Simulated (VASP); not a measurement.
# TiAl (Pm-3m) in VASP: a series of runs, part 3 of 3

VASP 6.6.1. Earlier steps stand in the parts before.

### 4 Relaxation of cell and atoms, HSE06

This run uses another cell than the first one, of 16.06 Å³/atom.

File POSCAR:

```
TiAl
1.0
    3.1790640000      0.0000000000      0.0000000000
    0.0000000000      3.1790640000      0.0000000000
    0.0000000000      0.0000000000      3.1790640000
Ti Al
1 1
Direct
    0.0000000000      0.0000000000      0.0000000000
    0.5000000000      0.5000000000      0.5000000000
```

File INCAR.step1:

```
ALGO = Normal
EDIFF = 1E-5
ENCUT = 600
GGA = PE
ISMEAR = -1
LASPH = True
LCHARG = False
LREAL = False
LWAVE = True
NBANDS = 14
NELM = 100
PREC = Accurate
SIGMA = 0.05
```

File INCAR.step2:

```
ALGO = Normal
EDIFF = 1E-6
EDIFFG = -0.01
ENCUT = 600
GGA = PE
HFSCREEN = 0.2079
IBRION = 2
ISIF = 3
ISMEAR = -1
ISTART = 1
LASPH = True
LCHARG = False
LHFCALC = True
LREAL = False
LWAVE = False
NELM = 100
NSW = 60
PREC = Accurate
PRECFOCK = Normal
SIGMA = 0.05
```

File KPOINTS:

```
k-points
0
Gamma
  4 4 4
```

Potentials or basis: VASP PAW PBE potentials, release 64 (Ti_sv, Al).

Launch:

```sh
$ cat potpaw_PBE.64/Ti_sv/POTCAR potpaw_PBE.64/Al/POTCAR > POTCAR
$ cp INCAR.step1 INCAR
$ mpirun -np 1 vasp_std > vasp.out
$ cp INCAR.step2 INCAR
$ mpirun -np 1 vasp_std > vasp.out
```

OUTCAR:

```text
EDIFF = 1E-6
   EDIFFG = -0.01
   ENCUT = 600
   GGA = PE
   HFSCREEN = 0.2079
   IBRION = 2
   ISIF = 3
   ISMEAR = -1
   ISTART = 1
   LASPH = True
   LHFCALC = True
   LREAL = False
   NELM = 100
   NSW = 60
   PREC = Accurate
   PRECFOCK = Normal

 ion  position               nearest neighbor table
   1  0.000  0.000  0.000-   2 2.75   2 2.75   2 2.75   2 2.75   2 2.75   2 2.75   2 2.75   2 2.75

   2  0.500  0.500  0.500-   1 2.75   1 2.75   1 2.75   1 2.75   1 2.75   1 2.75   1 2.75   1 2.75

  LATTYP: Found a simple cubic cell.
 ALAT       =     3.1790640000

  Lattice vectors:

 A1 = (   3.1790640000,   0.0000000000,   0.0000000000)
 A2 = (   0.0000000000,   3.1790640000,   0.0000000000)
 A3 = (   0.0000000000,   0.0000000000,   3.1790640000)

Analysis of symmetry for initial positions (statically):
=====================================================================
 Subroutine PRICEL returns:
 Original cell was already a primitive cell.

 Routine SETGRP: Setting up the symmetry group for a
 simple cubic supercell.

 Subroutine GETGRP returns: Found 48 space group operations
 (whereof 48 operations were pure point group operations)
 out of a pool of 48 trial point group operations.

The static configuration has the point symmetry O_h .

Analysis of symmetry for dynamics (positions and initial velocities):
=====================================================================
 Subroutine PRICEL returns:
 Original cell was already a primitive cell.

 Routine SETGRP: Setting up the symmetry group for a
 simple cubic supercell.

 Subroutine GETGRP returns: Found 48 space group operations
 (whereof 48 operations were pure point group operations)
 out of a pool of 48 trial point group operations.

The dynamic configuration has the point symmetry O_h .

 Subroutine INISYM returns: Found 48 space group operations
 (whereof 48 operations are pure point group operations),
 and found     1 'primitive' translations

----------------------------------------------------------------------------------------

                                     Primitive cell

  volume of cell :      32.1290

  direct lattice vectors                    reciprocal lattice vectors
     3.179064000  0.000000000  0.000000000     0.314557996  0.000000000  0.000000000
     0.000000000  3.179064000  0.000000000     0.000000000  0.314557996  0.000000000
     0.000000000  0.000000000  3.179064000     0.000000000  0.000000000  0.314557996

  length of vectors
     3.179064000  3.179064000  3.179064000     0.314557996  0.314557996  0.314557996

  position of ions in fractional coordinates (direct lattice)
     0.000000000  0.000000000  0.000000000
     0.500000000  0.500000000  0.500000000

  ion indices of the primitive-cell ions
   primitive index   ion index
                 1           1
                 2           2

----------------------------------------------------------------------------------------

 KPOINTS: k-points

Automatic generation of k-mesh.
 Grid dimensions read from file:
 generate k-points for:    4    4    4

 Generating k-lattice:

  Cartesian coordinates                     Fractional coordinates (reciprocal lattice)
     0.078639499  0.000000000  0.000000000     0.250000000  0.000000000  0.000000000
     0.000000000  0.078639499  0.000000000     0.000000000  0.250000000  0.000000000
     0.000000000  0.000000000  0.078639499     0.000000000  0.000000000  0.250000000

  Length of vectors
     0.078639499  0.078639499  0.078639499

  Shift w.r.t. Gamma in fractional coordinates (k-lattice)
     0.000000000  0.000000000  0.000000000

 Subroutine IBZKPT returns following result:
 ===========================================

 Found     10 irreducible k-points:

 Following reciprocal coordinates:
            Coordinates               Weight
  0.000000  0.000000  0.000000      1.000000
  0.250000  0.000000  0.000000      6.000000
  0.500000  0.000000  0.000000      3.000000
  0.250000  0.250000  0.000000     12.000000
  0.500000  0.250000  0.000000     12.000000
  0.500000  0.500000  0.000000      3.000000
  0.250000  0.250000  0.250000      8.000000
  0.500000  0.250000  0.250000     12.000000
  0.500000  0.500000  0.250000      6.000000
  0.500000  0.500000  0.500000      1.000000
   k-points           NKPTS =     10   k-points in BZ     NKDIM =     64   number of bands    NBANDS=     11
   number of dos      NEDOS =    301   number of ions     NIONS =      2
   total plane-waves  NPLWV =  21952
   dimension x,y,z NGX =    28 NGY =   28 NGZ =   28
   dimension x,y,z NGXF=    56 NGYF=   56 NGZF=   56
   ions per type =               1   1
   NGX,Y,Z   is equivalent  to a cutoff of  14.64, 14.64, 14.64 a.u.
   NGXF,Y,Z  is equivalent  to a cutoff of  29.28, 29.28, 29.28 a.u.
 SYSTEM =  unknown system
   PREC   = accura    normal or accurate (medium, high low for compatibility)
   ISTART =      1    job   : 0-new  1-cont  2-samecut
   ICHARG =      0    charge: 1-file 2-atom 10-const
   ISPIN  =      1    spin polarized calculation?
   LNONCOLLINEAR =      F non collinear calculations
   LSORBIT =      F    spin-orbit coupling
   LASPH  =      T    aspherical Exc in radial PAW
   ENCUT  =  600.0 eV  44.10 Ry    6.64 a.u.   6.35  6.35  6.35*2*pi/ulx,y,z
   NELM   =    100;   NELMIN=  2; NELMDL=  0     # of ELM steps
   EDIFF  = 0.1E-05   stopping-criterion for ELM
   LREAL  =      F    real-space projection
   EDIFFG = -.1E-01   stopping-criterion for IOM
   NSW    =     60    number of steps for IOM
   IBRION =      2    ionic relax: 0-MD 1-quasi-New 2-CG
   NFREE  =      1    steps in history (QN), initial steepest desc. (CG)
   ISIF   =      3    stress and relaxation
   ISYM   =      3    0-nonsym 1-usesym 2-fastsym
   POTIM  = 0.5000    time-step for ionic-motion
   TEBEG  =    0.0;   TEEND  =   0.0 temperature during run
   PSTRESS=    0.0 pullay stress
   NELECT =      15.0000    total number of electrons
   NUPDOWN=      -1.0000    fix difference up-down
   EMIN   =  10.00;   EMAX   =-10.00  energy-range for DOS
   EFERMI =   0.00;   METHOD = LEGACY
   ISMEAR =    -1;   SIGMA  =   0.05  broadening in eV -4-tet -1-fermi 0-gaus
   EFERMI_NEDOS =   21; number of points for ismear=-14 and -15
   IALGO  =     38    algorithm
   IMIX   =      1    mixing-type and parameters
     AMIX     =   0.40;   BMIX     =  1.00
     AMIX_MAG =   1.60;   BMIX_MAG =  1.00
  volume/ion in A,a.u.               =      16.06       108.41
  Fermi-wavevector in a.u.,A,eV,Ry     =   1.270007  2.399964 21.945065  1.612917
  Thomas-Fermi vector in A             =   2.403017
   LORBIT       =      0    0 simple, 1 ext, 2 COOP (PROOUT), +10 PAW based schemes
   GGA     = PE    functional components
   LHFCALC =     T    Hartree Fock is set to
   PRECFOCK=normal    Normal, Fast or Accurate (Low or Medium for compatibility)
   ENCUT4O =  -1.0   cutoff for four orbital integrals eV
   NKREDX  =     1    reduce k-point grid by
   NKREDY  =     1    reduce k-point grid by
   NKREDZ  =     1    reduce k-point grid by
   AEXX    =    0.2500 exact exchange contribution
   HFSCREEN=    0.2079 screening length (either q_TF or 0.3 A-1)
   HFSCREENC=   0.2079 screening length for correlation (either q_TF or 0.3 A-1)
   ENCUTFOCK=  -1.0 apply spherical cutoff to Coloumb kernel
   IVDW    =     0    specifies the selected vdW correction
   LEPSILON=     F    determine dielectric tensor
   LRPA    =     F    only Hartree local field effects (RPA)
 conjugate gradient relaxation of ions
 non-spin polarized calculation
  energy-cutoff  :      600.00
  volume of cell :       32.13
 maximum number of plane-waves:      1108
 NGX is ok and might be reduce to    28
  NGX = 20; NGY = 20; NGZ = 20

--------------------------------------- Ionic step        1  -------------------------------------------

 number of electron      15.0000004 magnetization

 Free energy of the ion-electron system (eV)
  ---------------------------------------------------
  ext. energy  EPLUGINS =         0.00000000
  ---------------------------------------------------
  free energy    TOTEN  =       -14.16893663 eV

  energy without entropy =      -14.14831931  energy(sigma->0) =      -14.15862797

------------------------ aborting loop because EDIFF is reached ----------------------------------------

  FORCE on cell =-STRESS in cart. coord.  units (eV):
  Direction    XX          YY          ZZ          XY          YZ          ZX
  --------------------------------------------------------------------------------------
  -------------------------------------------------------------------------------------
  Total       -0.2316873     -0.2316873     -0.2316873     -0.0000000     -0.0000000      0.0000000
  in kB      -11.5535364    -11.5535364    -11.5535364     -0.0000000     -0.0000000      0.0000000
  external PRESSURE =     -11.5535364 kB  Pullay stress =       0.0000000 kB
[... 93 lines left out ...]
  energy  without entropy=      -14.1510432399  energy(sigma->0) =      -14.16066779

--------------------------------------- Ionic step        4  -------------------------------------------

 number of electron      15.0000004 magnetization

 Free energy of the ion-electron system (eV)
  ---------------------------------------------------
  ext. energy  EPLUGINS =         0.00000000
  ---------------------------------------------------
  free energy    TOTEN  =       -14.17028481 eV

  energy without entropy =      -14.15094983  energy(sigma->0) =      -14.16061732

 E-fermi :   8.9584     XC(G=0):  -9.1527

 val. band max:        8.9041752630   @ k =   0.5000   0.2500   0.2500
 cond. band min:       9.0225052012   @ k =   0.2500   0.2500   0.2500
 fundamental gap:      0.1183299382
 Fermi energy:         8.9583561666

 k-point     1 :       0.0000    0.0000    0.0000
  band No.  band energies     occupation
      1     -52.9267      2.00000
      2     -27.4696      2.00000
      3     -27.4696      2.00000
      4     -27.4695      2.00000
      5      -1.8562      2.00000
      6       6.8771      2.00000
      7       6.8771      2.00000
      8      11.6257      0.00000
      9      11.6257      0.00000
     10      11.6257      0.00000
     11      13.8696      0.00000
[... 153 lines left out ...]
  FREE ENERGIE OF THE ION-ELECTRON SYSTEM (eV)
  ---------------------------------------------------
  free  energy   TOTEN  =       -14.1702848127 eV

  energy  without entropy=      -14.1509498253  energy(sigma->0) =      -14.16061732

 reached required accuracy - stopping structural energy minimisation
```

OSZICAR.step1:

```text
N       E                     dE             d eps       ncg     rms          rms(c)
DAV:   1     0.115782227361E+03    0.11578E+03   -0.75774E+03   280   0.122E+03
DAV:   2    -0.804817267390E+01   -0.12383E+03   -0.11886E+03   280   0.329E+02
DAV:   3    -0.137495325002E+02   -0.57014E+01   -0.55656E+01   426   0.695E+01
DAV:   4    -0.139396126072E+02   -0.19008E+00   -0.18988E+00   314   0.105E+01
DAV:   5    -0.139455060831E+02   -0.58935E-02   -0.58928E-02   404   0.177E+00    0.988E+00
DAV:   6    -0.121844997660E+02    0.17610E+01   -0.49935E+00   298   0.314E+01    0.287E+00
DAV:   7    -0.121332201769E+02    0.51280E-01   -0.39059E-01   298   0.870E+00    0.171E+00
DAV:   8    -0.121338721165E+02   -0.65194E-03   -0.74446E-02   336   0.312E+00    0.726E-01
DAV:   9    -0.121266362071E+02    0.72359E-02   -0.20245E-02   316   0.205E+00    0.170E-01
DAV:  10    -0.121267887774E+02   -0.15257E-03   -0.50995E-04   334   0.221E-01    0.110E-01
DAV:  11    -0.121267476562E+02    0.41121E-04   -0.46303E-04   312   0.272E-01    0.233E-02
DAV:  12    -0.121267507285E+02   -0.30723E-05   -0.36087E-05   320   0.555E-02
   1 F= -.12126751E+02 E0= -.12118068E+02  d E =-.173653E-01
```

It took 21 min on 1 thread of Intel Xeon Platinum 8259CL at 2.50GHz (Skylake/Cascade Lake), shared host; peak memory 0.27 GiB.

Results:

```
Free energy                           : -14.1703 eV
Relaxed volume                        : 15.91 Å³/atom
Relaxed cell                          : a = 3.169 Å, b = 3.169 Å, c = 3.169 Å, α = 90.00°, β = 90.00°, γ = 90.00°
Space group after relaxing (to 0.1 Å) : Pm-3m (No. 221)
Energy gained by relaxing             : 0.7 meV/atom
Ionic steps                           : 4
Pressure after relaxing               : -0.1 GPa
Band gap on the k mesh                : zero (an odd number of electrons rules out a gap without spin polarisation)
```

The path:
| step | energy change (eV) | largest force (eV/Å) | pressure (GPa) | volume (Å³) |
| --- | --- | --- | --- | --- |
| 1 | 0.0000 | 0.0000 | -1.16 | 32.13 |
| 2 | -0.0009 | 0.0000 | 0.66 | 31.59 |
| 3 | -0.0014 | 0.0000 | 0.14 | 31.78 |
| 4 | -0.0013 | 0.0000 | -0.05 | 31.82 |

Final structure:
```
Ti Al
1.0
     3.16869    0.00000    0.00000
     0.00000    3.16869    0.00000
     0.00000    0.00000    3.16869
Ti Al
1 1
Direct
  0.00000 0.00000 0.00000
  0.50000 0.50000 0.50000
```

Levels at points of the mesh, in eV from the Fermi level:
| k point | band 5 | band 6 | band 7 | band 8 | band 9 | band 10 |
| --- | --- | --- | --- | --- | --- | --- |
| (0.00, 0.00, 0.00) | -10.81 | -2.08 | -2.08 | 2.67 | 2.67 | 2.67 |
| (0.50, 0.00, 0.00) | -7.12 | -6.26 | -1.05 | 0.62 | 0.62 | 2.91 |
| (0.50, 0.50, 0.00) | -5.78 | -2.72 | -2.72 | -2.04 | 1.35 | 1.35 |
| (0.50, 0.50, 0.50) | -3.61 | -3.61 | -3.61 | 0.95 | 3.10 | 3.15 |

Caveat: the k points lie up to 0.50 Å⁻¹ apart in the final cell, too coarse for converged energies and pressures of a metal; the PAW data sets were made with another functional, which shifts forces and pressure a little.

### 5 Relaxation of cell and atoms, PBE-based screened hybrid with 25 % exact exchange

This run uses another cell than the first one, of 16.06 Å³/atom.

POSCAR is that of step 4.

File INCAR.step1:

```
PREC = Accurate ; ENCUT = 600
EDIFF = 1E-5 ; ISMEAR = -1
SIGMA = 0.05 ; LREAL = False
LASPH = True ; NELM = 80
ALGO = Normal ; LWAVE = True
LCHARG = False ; GGA = PE
NBANDS = 14
```

File INCAR.step2:

```
PREC = Accurate ; ENCUT = 600
EDIFF = 1E-6 ; ISMEAR = -1
SIGMA = 0.05 ; LREAL = False
LASPH = True ; NELM = 80
ALGO = Normal ; ISIF = 3
LWAVE = False ; LCHARG = False
GGA = PE ; LHFCALC = True
AEXX = 0.25 ; HFSCREEN = 0.3
PRECFOCK = Normal ; IBRION = 2
NSW = 60 ; EDIFFG = -0.01
ISTART = 1
```

File KPOINTS:

```
Automatic mesh
0
Gamma
  4 4 4
```

Launch:

```sh
$ cat potpaw_PBE.64/Ti_sv/POTCAR potpaw_PBE.64/Al/POTCAR > POTCAR
$ cp INCAR.step1 INCAR
$ mpirun -np 1 vasp_std > vasp.out
$ cp INCAR.step2 INCAR
$ mpirun -np 1 vasp_std > vasp.out
```

Run time: 13 min. Hardware: 1 thread of Intel Xeon Platinum 8259CL at 2.50GHz (Skylake/Cascade Lake), shared host; peak memory 0.27 GiB.

It converged, with:

| Quantity | Value |
| --- | --- |
| Free energy | -13.7451 eV |
| Relaxed volume | 16.01 Å³/atom |
| Relaxed cell | a = 3.175 Å, b = 3.175 Å, c = 3.175 Å, α = 90.00°, β = 90.00°, γ = 90.00° |
| Space group after relaxing (to 0.1 Å) | Pm-3m (No. 221) |
| Energy gained by relaxing | 0.1 meV/atom |
| Ionic steps | 3 |
| Pressure after relaxing | 0.1 GPa |
| Band gap on the k mesh | zero (an odd number of electrons rules out a gap without spin polarisation) |

Step by step:
```tsv
step	energy change (eV)	largest force (eV/Å)	pressure (GPa)	volume (Å³)
1	0.0000	0.0000	-0.48	32.13
2	0.0000	0.0000	0.33	31.90
3	-0.0002	0.0000	0.10	32.02
```

Final structure:
```xyz
2
Lattice="3.1755 0.0000 0.0000 0.0000 3.1755 0.0000 0.0000 0.0000 3.1755" Properties=species:S:1:pos:R:3 pbc="T T T"
Ti    0.0000    0.0000    0.0000
Al    1.5877    1.5877    1.5877
```

Levels at points of the mesh, in eV from the Fermi level:
| k point | band 5 | band 6 | band 7 | band 8 | band 9 | band 10 |
| --- | --- | --- | --- | --- | --- | --- |
| (0.00, 0.00, 0.00) | -10.54 | -1.90 | -1.90 | 2.38 | 2.38 | 2.38 |
| (0.50, 0.00, 0.00) | -6.88 | -6.03 | -0.88 | 0.44 | 0.44 | 2.62 |
| (0.50, 0.50, 0.00) | -5.60 | -2.56 | -2.56 | -1.86 | 1.11 | 1.11 |
| (0.50, 0.50, 0.50) | -3.47 | -3.47 | -3.47 | 0.88 | 3.02 | 3.06 |

Caveat: the k points lie up to 0.49 Å⁻¹ apart in the final cell, too coarse for converged energies and pressures of a metal; the PAW data sets were made with another functional, which shifts forces and pressure a little.

### 6 Summary

| task | level | cell | k mesh | cutoff (eV) | grid for exact exchange (PRECFOCK) | share of exact exchange | screening parameter | gap on the mesh (eV) | pressure (GPa) | relaxed volume (Å³/atom) |
| --- | --- | --- | --- | --- | --- | --- | --- | --- | --- | --- |
| single point | r2SCAN | a = 3.136 Å, 2 atoms | 8 × 8 × 8 | 550 | - | - | - | none | 4.7 | - |
| relaxation of cell and atoms | B3LYP | relaxed from a = 3.179 Å, 2 atoms | 4 × 4 × 4 | 600 | Normal | 0.2 | - | none | 0.0 | 16.29 |
| relaxation of cell and atoms | HSE06 | relaxed from a = 3.179 Å, 2 atoms | 4 × 4 × 4 | 600 | Normal | 0.25 | 0.2079 1/Å | none | -0.1 | 15.91 |
| relaxation of cell and atoms | PBE-based screened hybrid with 25 % exact exchange | relaxed from a = 3.179 Å, 2 atoms | 4 × 4 × 4 | 600 | Normal | 0.25 | 0.3 1/Å | none | 0.1 | 16.01 |

Alike in all rows: potentials or basis VASP PAW PBE potentials, release 64 (Ti_sv, Al); no spin polarisation; smearing fermi-dirac 0.05 eV.

Caveats: some runs use coarse meshes; the PAW data sets were made with another functional, which shifts forces and pressure a little; the cell stands under pressure (at least some runs).

Total energies depend on the potentials used, so only differences within one code and one set of settings carry meaning.

The gap in the log of VASP goes by the Fermi energy; the results here count the filled bands.